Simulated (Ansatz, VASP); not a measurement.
Two plane-wave programs on Ba

The input INCAR:

```
  PREC = Accurate
  ENCUT = 600
  EDIFF = 1E-6
  ISMEAR = -1
  SIGMA = 0.05
  LREAL = False
  LASPH = True
  NELM = 100
  ALGO = Normal
  ISIF = 3
  LWAVE = False
  LCHARG = False
  GGA = PS
  IVDW = 12
  IBRION = 2
  NSW = 80
  EDIFFG = -0.01
```

The input KPOINTS:

```
regular mesh
0
Gamma
  7 7 7
```

Contents of POSCAR:

```
Ba
1.0
    3.9177200000      0.0000000000      0.0000000000
    0.0000000000      3.9177200000      0.0000000000
    0.0000000000      0.0000000000      3.9177200000
Ba
1
Direct
    0.0000000000      0.0000000000      0.0000000000
```

Input for Ansatz:

```yaml
crystal:
  lattice:
    - [3.91772, 0.0, 0.0]
    - [0.0, 3.91772, 0.0]
    - [0.0, 0.0, 3.91772]
  atoms:
    - { symbol: Ba, position: [0.0, 0.0, 0.0] }
kpoints:
  mp_grid:
    grid: [7, 7, 7]
hamiltonian:
  xc: pbesol
  dispersion: d3bj
scf:
  occupations:
    method: fermi_dirac
    width: 0.05
relax:
  cell: {}
```

Alike in both runs: task relaxation of cell and atoms; functional PBEsol; dispersion D3(BJ); k mesh 7 × 7 × 7; occupations fermi-dirac, width 0.05 eV; no spin polarisation.

|  | VASP | Ansatz |
| --- | --- | --- |
| version | VASP 6.6.1 | Ansatz 0.2.0 |
| potentials or method | VASP PAW PBE potentials, release 64 (Ba_sv) | plane waves, PAW |
| plane-wave cutoff (eV) | 600 | 420 |
| valence electrons in the cell | 10 | 10 |

```csv
,VASP,Ansatz,Ansatz less VASP
relaxed volume (Å³/atom),50.51,48.05,-2.464
relaxed cell length with the largest relative difference (Å),3.697,3.635,-0.0611
```

VASP's potentials were made for PBE, not for PBEsol.

Neither program's run includes spin-orbit coupling. Noted on VASP's run: the volume moved by over 15 % at a fixed basis, so the end points are rough.
